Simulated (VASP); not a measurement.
Set up this calculation in VASP 6.6.1, as the native input.

```
Task                   : single point
Functional             : PBEsol
Potentials or basis    : VASP PAW PBE potentials, release 64 (Al, N)
Cutoff                 : 600 eV
k mesh                 : 10 × 10 × 10
Occupations            : gaussian, width 0.02 eV
Spin                   : no spin polarisation
Dipole correction      : no
Further INCAR settings : ALGO = Normal; EDIFF = 1e-06; NBANDS = 11
```

The structure of AlN lies in POSCAR:

```
AlN
1.0
    0.0000000000      1.9813006746      1.9813006746
    1.9813006746      0.0000000000      1.9813006746
    1.9813006746      1.9813006746      0.0000000000
Al N
1 1
Direct
    0.5000000000      0.5000000000      0.5000000000
    0.0000000000      0.0000000000      0.0000000000
```

The input as run:

INCAR

```
SYSTEM = AlN
PREC = Accurate
ENCUT = 600
EDIFF = 1E-6
ISMEAR = 0
SIGMA = 0.02
LREAL = .False.
LASPH = .True.
NELM = 120
ALGO = Normal
ISIF = 2
LWAVE = .False.
LCHARG = .True.
GGA = PS
LELF = .True.
LVHAR = .True.
NBANDS = 11
GGA_COMPAT = .False.
```

KPOINTS

```
Automatic mesh
0
Gamma
  10 10 10
  0 0 0
```

Potentials or basis: VASP PAW PBE potentials, release 64 (Al, N).

Command:

```bash
$ cat potpaw_PBE.64/Al/POTCAR potpaw_PBE.64/N/POTCAR > POTCAR
$ mpirun -np 1 vasp_std > vasp.out
```

Results of the run:

| Quantity | Value |
| --- | --- |
| Pressure | 18.2 GPa |
| Band gap on the k mesh | 5.03 eV (least direct gap 6.57 eV) |

Caveat: the cell stands under pressure; the PAW data sets were made with another functional, which shifts forces and pressure a little.

It took 8.9 s on 1 thread of Intel Xeon 8259CL, with other jobs on the host, peak memory 0.14 GiB.
